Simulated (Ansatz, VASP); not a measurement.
HfS2 in VASP and in Ansatz

```
Hf S
1.0
     3.55769    0.00000    0.00000
    -1.77885    3.08105    0.00000
     0.00000    0.00000    5.93541
Hf S
1 2
Direct
  0.00000 0.00000 0.00000
  0.33333 0.66667 0.24769
  0.66667 0.33333 0.75231
```

Change from the starting cell: epitaxial_xy strain -2.0%.

Alike in both runs: task single point; functional r2SCAN; k mesh 12 × 12 × 4; no spin polarisation.

```csv
,VASP,Ansatz
version,VASP 6.6.1,Ansatz 0.2.0
potentials or method,"VASP PAW PBE potentials, release 64 (Hf_pv, S)","plane waves, PAW"
plane-wave cutoff (eV),550,500
occupations,"gaussian, width 0.01 eV",fixed
valence electrons in the cell,22,38
```

```tsv
	VASP	Ansatz	Ansatz less VASP
gap on the k mesh at the Fermi level (eV)	1.22	1.19	-0.030
pressure (GPa)	2.8	3.5	+0.74
traceless stress, the component that is largest in VASP (GPa)	-2.51	-2.59	-0.074
rms of the force components (eV/Å)	0.061	0.019	-0.0421
```

VASP's potentials were made for PBE, not for r2SCAN. Atom by atom the forces differ by 0.042 eV/Å (rms over components). VASP's potentials hold 22 valence electrons a cell and Ansatz's 38, so a difference there can come from the potentials and not from the codes.

Neither program's run includes spin-orbit coupling.
